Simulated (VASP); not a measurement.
## PbF2: single point with PBE+D3(BJ)

The system is PbF2.

```
CELL_PARAMETERS angstrom
2.96985 -2.96985 5.93970
5.93970 2.96985 2.96985
-2.96985 2.96985 5.93970
ATOMIC_POSITIONS crystal
Pb 0.00000 0.00000 0.00000
Pb 0.33333 0.33333 0.00000
Pb 0.66667 0.66667 0.00000
Pb 0.50000 0.00000 0.50000
Pb 0.16667 0.66667 0.50000
Pb 0.83333 0.33333 0.50000
F 0.95833 0.33333 0.12500
F 0.29167 0.66667 0.12500
F 0.62500 0.00000 0.12500
F 0.45833 0.33333 0.62500
F 0.12500 0.00000 0.62500
F 0.79167 0.66667 0.62500
F 0.87500 0.00000 0.37500
F 0.20833 0.33333 0.37500
F 0.54167 0.66667 0.37500
F 0.37500 0.00000 0.87500
F 0.04167 0.66667 0.87500
F 0.70833 0.33333 0.87500
```

```
Program                : VASP 6.6.1
Task                   : single point
Functional             : PBE
Dispersion             : D3(BJ)
Potentials or basis    : VASP PAW PBE potentials, release 64 (Pb_d, F)
Cutoff                 : 520 eV
k mesh                 : 2 × 2 × 2, shifted
Occupations            : gaussian, width 0.1 eV
Spin                   : no spin polarisation
Dipole correction      : no
Further INCAR settings : LREAL = Auto; ALGO = Normal; EDIFF = 1e-06; NBANDS = 99; ISYM = 0
```

```
Pressure                   : 0.6 GPa
Band gap on the k mesh     : 4.63 eV
Dispersion energy per atom : -0.153 eV
```

Levels at points of the mesh, in eV from the valence-band top:
| k point | band 82 | band 83 | band 84 | band 85 | band 86 | band 87 |
| --- | --- | --- | --- | --- | --- | --- |
| (0.25, 0.25, 0.25) | -0.12 | -0.08 | -0.04 | 4.96 | 5.18 | 5.18 |

Run time: 4.2 min on 1 thread of Intel(R) Xeon(R) 6975P-C (Granite Rapids), with other jobs on the host, peak memory 0.45 GiB.

Caveat: spin-orbit coupling is left out, which moves the levels of the heavy elements. As with any semilocal functional, this PBE gap is likely too small.
